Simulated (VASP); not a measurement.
# SbPt (P6_3/mmc) in VASP: notebook, part 2 of 3

VASP 6.6.1. The steps go on from the part before.

## 4. Electric field gradients, LDA (volume scaled by 0.98)

Input file INCAR:

```
SYSTEM = SbPt
  PREC = Accurate
  ENCUT = 520
  EDIFF = 1E-8
  ISMEAR = -1
  SIGMA = 0.08
  LREAL = .False.
  LASPH = .True.
  NELM = 80
  ALGO = Normal
  ISIF = 2
  LWAVE = .False.
  LCHARG = .False.
  LEFG = .True.
  NBANDS = 23
```

Input file KPOINTS:

```
regular mesh
0
Gamma
  11 11 8
  0 0 0
```

Input file POSCAR:

```
SbPt
1.0
    4.1022789289      0.0000000000      0.0000000000
   -2.0511394644      3.5526777658      0.0000000000
    0.0000000000      0.0000000000      5.4352740612
Sb Pt
2 2
Direct
    0.3333333333      0.6666666667      0.2500000000
    0.6666666667      0.3333333333      0.7500000000
    0.0000000000      0.0000000000      0.0000000000
    0.0000000000      0.0000000000      0.5000000000
```

Potentials or basis: VASP PAW LDA potentials, release 64 (Sb, Pt).

On the command line:

```bash
$ cat potpaw_LDA.64/Sb/POTCAR potpaw_LDA.64/Pt/POTCAR > POTCAR
$ mpirun -np 1 vasp_std > vasp.out
```

OUTCAR:

```text
SYSTEM = SbPt
   PREC = Accurate
   ENCUT = 520
   EDIFF = 1E-8
   ISMEAR = -1
   LREAL = .False.
   LASPH = .True.
   NELM = 80
   ISIF = 2

 ion  position               nearest neighbor table
   1  0.333  0.667  0.250-   3 2.73   4 2.73   3 2.73   4 2.73   3 2.73   4 2.73   2 3.60   2 3.60
                             2 3.60   2 3.60   2 3.60   2 3.60
   2  0.667  0.333  0.750-   3 2.73   4 2.73   3 2.73   4 2.73   3 2.73   4 2.73   1 3.60   1 3.60
                             1 3.60   1 3.60   1 3.60   1 3.60
   3  0.000  0.000  0.000-   4 2.72   4 2.72   1 2.73   2 2.73   1 2.73   2 2.73   2 2.73   1 2.73

   4  0.000  0.000  0.500-   3 2.72   3 2.72   1 2.73   2 2.73   1 2.73   2 2.73   2 2.73   1 2.73

  LATTYP: Found a hexagonal cell.
[... 860 lines left out ...]
   1     -11.022   -11.022    22.044    -0.000    -0.000     0.000
   2     -11.022   -11.022    22.044    -0.000     0.000    -0.000
   3      62.336    62.336  -124.673    -0.000    -0.000     0.000
   4      62.336    62.336  -124.673    -0.000     0.000    -0.000
---------------------------------------------------------------------

 Electric field gradients after diagonalization (V/A^2)
 (convention: |V_zz| > |V_xx| > |V_yy|)
----------------------------------------------------------------------
 ion       V_xx      V_yy      V_zz     asymmetry (V_yy - V_xx)/ V_zz
----------------------------------------------------------------------
   1     -11.022   -11.022    22.044       0.000
   2     -11.022   -11.022    22.044       0.000
   3      62.337    62.336  -124.673       0.000
   4      62.337    62.336  -124.673       0.000
----------------------------------------------------------------------

           NMR quadrupolar parameters

 Cq : quadrupolar parameter    Cq=e*Q*V_zz/h
 eta: asymmetry parameters     (V_yy - V_xx)/ V_zz
 Q  : nuclear electric quadrupole moment in mb (millibarn)
----------------------------------------------------------------------
 ion       Cq(MHz)       eta       Q (mb)
----------------------------------------------------------------------
   1       0.053       0.000       1.000
   2       0.053       0.000       1.000
   3      -0.301       0.000       1.000
   4      -0.301       0.000       1.000
----------------------------------------------------------------------
```

OSZICAR:

```text
N       E                     dE             d eps       ncg     rms          rms(c)
DAV:   1     0.171649869197E+03    0.17165E+03   -0.12492E+04  3680   0.114E+03
DAV:   2    -0.194230718056E+02   -0.19107E+03   -0.17833E+03  4346   0.231E+02
DAV:   3    -0.269145249733E+02   -0.74915E+01   -0.73060E+01  4526   0.493E+01
DAV:   4    -0.269992321998E+02   -0.84707E-01   -0.84659E-01  4030   0.571E+00
DAV:   5    -0.270004191468E+02   -0.11869E-02   -0.11869E-02  4565   0.726E-01    0.146E+01
DAV:   6    -0.264814534670E+02    0.51897E+00   -0.15760E+00  4072   0.983E+00    0.745E+00
DAV:   7    -0.263688139435E+02    0.11264E+00   -0.18768E-01  3757   0.335E+00    0.361E+00
DAV:   8    -0.263382424407E+02    0.30572E-01   -0.69010E-02  4345   0.191E+00    0.331E-01
DAV:   9    -0.263379073869E+02    0.33505E-03   -0.19513E-03  4030   0.265E-01    0.203E-01
DAV:  10    -0.263377363074E+02    0.17108E-03   -0.71997E-04  3897   0.162E-01    0.487E-02
DAV:  11    -0.263377313867E+02    0.49207E-05   -0.17884E-05  4569   0.290E-02    0.173E-02
DAV:  12    -0.263377316182E+02   -0.23158E-06   -0.93922E-07  4009   0.674E-03    0.652E-03
DAV:  13    -0.263377314661E+02    0.15218E-06   -0.23447E-07  4254   0.272E-03    0.195E-03
DAV:  14    -0.263377314647E+02    0.13827E-08   -0.18882E-08  3320   0.876E-04
   1 F= -.26337731E+02 E0= -.26317216E+02  d E =-.410301E-01
```

It took 3.5 min on 1 thread of Oxide Virtual Turin-like, shared host; peak memory 0.23 GiB.

Results:

- Free energy: -26.3377 eV
- Pressure: 3.4 GPa
- Band gap on the k mesh: zero (band 15 reaches 12.85 eV, above the bottom of band 16 at 8.79 eV)

Levels at points of the mesh, in eV from the Fermi level:
```csv
k point,band 13,band 14,band 15,band 16,band 17,band 18
"(0.00, 0.00, 0.00)",-0.11,-0.11,0.77,2.34,2.36,3.70
"(0.00, 0.00, 0.50)",-1.22,-1.22,2.40,2.40,2.40,2.40
```

Electric field gradients, principal values (V/Å²):
```tsv
atom	least	middle	greatest (by size)
1 Sb	-11.022	-11.022	22.044
2 Sb	-11.022	-11.022	22.044
3 Pt	62.336	62.337	-124.673
4 Pt	62.336	62.337	-124.673
```

Caveat: without QUAD_EFG the Cq values of the log hold for a quadrupole moment of 1 mb, not for the nuclei; spin-orbit coupling is left out, which moves the levels of the heavy elements.

## 5. Electric field gradients, LDA (volume scaled by 1.01)

Input file INCAR:

```
PREC = Accurate
ENCUT = 520
EDIFF = 1E-8
ISMEAR = -1
SIGMA = 0.08
LREAL = False
LASPH = True
NELM = 100
ALGO = Normal
ISIF = 2
LWAVE = False
LCHARG = False
LEFG = True
NBANDS = 23
```

Input file KPOINTS:

```
regular mesh
0
Gamma
  11 11 8
```

Input file POSCAR:

```
SbPt
1.0
    4.1437188946      0.0000000000      0.0000000000
   -2.0718594473      3.5885658288      0.0000000000
    0.0000000000      0.0000000000      5.4901795355
Sb Pt
2 2
Direct
    0.3333333333      0.6666666667      0.2500000000
    0.6666666667      0.3333333333      0.7500000000
    0.0000000000      0.0000000000      0.0000000000
    0.0000000000      0.0000000000      0.5000000000
```

Potentials or basis: VASP PAW LDA potentials, release 64 (Sb, Pt).

On the command line:

```bash
$ cat potpaw_LDA.64/Sb/POTCAR potpaw_LDA.64/Pt/POTCAR > POTCAR
$ mpirun -np 1 vasp_std > vasp.out
```

OUTCAR:

```text
PREC = Accurate
   ENCUT = 520
   EDIFF = 1E-8
   ISMEAR = -1
   LREAL = False
   LASPH = True
   NELM = 100
   ISIF = 2

 ion  position               nearest neighbor table
   1  0.333  0.667  0.250-   3 2.76   4 2.76   3 2.76   4 2.76   3 2.76   4 2.76   2 3.64   2 3.64
                             2 3.64   2 3.64   2 3.64   2 3.64
   2  0.667  0.333  0.750-   3 2.76   4 2.76   3 2.76   4 2.76   3 2.76   4 2.76   1 3.64   1 3.64
                             1 3.64   1 3.64   1 3.64   1 3.64
   3  0.000  0.000  0.000-   4 2.75   4 2.75   1 2.76   2 2.76   1 2.76   2 2.76   2 2.76   1 2.76

   4  0.000  0.000  0.500-   3 2.75   3 2.75   1 2.76   2 2.76   1 2.76   2 2.76   2 2.76   1 2.76

  LATTYP: Found a hexagonal cell.
 ALAT       =     4.1437188946
 C/A-ratio  =     1.3249401504

  Lattice vectors:

 A1 = (   4.1437188946,   0.0000000000,   0.0000000000)
 A2 = (  -2.0718594473,   3.5885658288,   0.0000000000)
 A3 = (   0.0000000000,   0.0000000000,   5.4901795355)

Analysis of symmetry for initial positions (statically):
=====================================================================
 Subroutine PRICEL returns:
 Original cell was already a primitive cell.

 Routine SETGRP: Setting up the symmetry group for a
 hexagonal supercell.

 Subroutine GETGRP returns: Found 24 space group operations
 (whereof 12 operations were pure point group operations)
 out of a pool of 24 trial point group operations.

The static configuration has the point symmetry D_3d.
 The point group associated with its full space group is D_6h.

Analysis of symmetry for dynamics (positions and initial velocities):
=====================================================================
[... 791 lines left out ...]
     22      16.4190      0.00000
     23      17.1830      0.00000

 [... further k-points ...]
[... 5 lines left out ...]
  --------------------------------------------------------------------------------------
  -------------------------------------------------------------------------------------
  Total       -0.4390971     -0.4390971     -1.1202063      0.0000000      0.0000000      0.0000000
  in kB       -8.6173442     -8.6173442    -21.9842096      0.0000000      0.0000000      0.0000000
  external PRESSURE =     -13.0729660 kB  Pullay stress =       0.0000000 kB

 VOLUME and BASIS-vectors are now :
 -----------------------------------------------------------------------------
  energy-cutoff  :      520.00
  volume of cell :       81.64
      direct lattice vectors                 reciprocal lattice vectors
     4.143718895  0.000000000  0.000000000     0.241329112  0.139331428  0.000000000
    -2.071859447  3.588565829  0.000000000     0.000000000  0.278662855  0.000000000
     0.000000000  0.000000000  5.490179536     0.000000000  0.000000000  0.182143406

 POSITION                                       TOTAL-FORCE (eV/Angst)
 -----------------------------------------------------------------------------------
     -0.00000      2.39238      1.37254        -0.000000      0.000000      0.000000
      2.07186      1.19619      4.11763         0.000000     -0.000000      0.000000
      0.00000      0.00000      0.00000        -0.000000     -0.000000      0.000000
      0.00000      0.00000      2.74509        -0.000000     -0.000000      0.000000
 -----------------------------------------------------------------------------------
    total drift:                                0.000000     -0.000000      0.000000

  FREE ENERGIE OF THE ION-ELECTRON SYSTEM (eV)
  ---------------------------------------------------
  free  energy   TOTEN  =       -26.3532572542 eV

  energy  without entropy=      -26.3114073486  energy(sigma->0) =      -26.33233230

 Electric field gradients (V/A^2)
---------------------------------------------------------------------
 ion       V_xx      V_yy      V_zz      V_xy      V_xz      V_yz
---------------------------------------------------------------------
   1      -9.329    -9.329    18.658    -0.000    -0.000     0.000
   2      -9.329    -9.329    18.658    -0.000     0.000    -0.000
   3      59.925    59.925  -119.850    -0.000    -0.000     0.000
   4      59.925    59.925  -119.850    -0.000     0.000    -0.000
---------------------------------------------------------------------

 Electric field gradients after diagonalization (V/A^2)
 (convention: |V_zz| > |V_xx| > |V_yy|)
----------------------------------------------------------------------
 ion       V_xx      V_yy      V_zz     asymmetry (V_yy - V_xx)/ V_zz
----------------------------------------------------------------------
   1      -9.329    -9.329    18.658       0.000
   2      -9.329    -9.329    18.658       0.000
   3      59.926    59.925  -119.850       0.000
   4      59.926    59.925  -119.850       0.000
----------------------------------------------------------------------

           NMR quadrupolar parameters

 Cq : quadrupolar parameter    Cq=e*Q*V_zz/h
 eta: asymmetry parameters     (V_yy - V_xx)/ V_zz
 Q  : nuclear electric quadrupole moment in mb (millibarn)
----------------------------------------------------------------------
 ion       Cq(MHz)       eta       Q (mb)
----------------------------------------------------------------------
   1       0.045       0.000       1.000
   2       0.045       0.000       1.000
   3      -0.290       0.000       1.000
   4      -0.290       0.000       1.000
----------------------------------------------------------------------
```

It took 2.5 min on 1 thread of Oxide Virtual Turin-like, shared host; peak memory 0.23 GiB.

What came out:

| Quantity | Value |
| --- | --- |
| Free energy | -26.3533 eV |
| Pressure | -1.3 GPa |
| Band gap on the k mesh | zero (band 15 reaches 12.27 eV, above the bottom of band 16 at 8.35 eV) |

Stress tensor (GPa, compression positive):
```
-0.86  0.00  0.00
 0.00 -0.86  0.00
 0.00  0.00 -2.20
```

Levels at points of the mesh, in eV from the Fermi level:
| k point | band 11 | band 12 | band 13 | band 14 | band 15 | band 16 | band 17 | band 18 | band 19 | band 20 |
| --- | --- | --- | --- | --- | --- | --- | --- | --- | --- | --- |
| (0.00, 0.00, 0.00) | -2.15 | -2.15 | -0.07 | -0.07 | 0.74 | 2.30 | 2.42 | 3.59 | 3.59 | 3.65 |
| (0.00, 0.00, 0.50) | -3.61 | -3.61 | -1.23 | -1.23 | 2.34 | 2.34 | 2.34 | 2.34 | 5.24 | 5.24 |

Electric field gradients, principal values (V/Å²):
```
atom   least  middle  greatest (by size)
1 Sb  -9.329  -9.329              18.658
2 Sb  -9.329  -9.329              18.658
3 Pt  59.925  59.926            -119.850
4 Pt  59.925  59.926            -119.850
```

Caveat: without QUAD_EFG the Cq values of the log hold for a quadrupole moment of 1 mb, not for the nuclei; spin-orbit coupling is left out, which moves the levels of the heavy elements.

(Continued in part 3 of 3.)
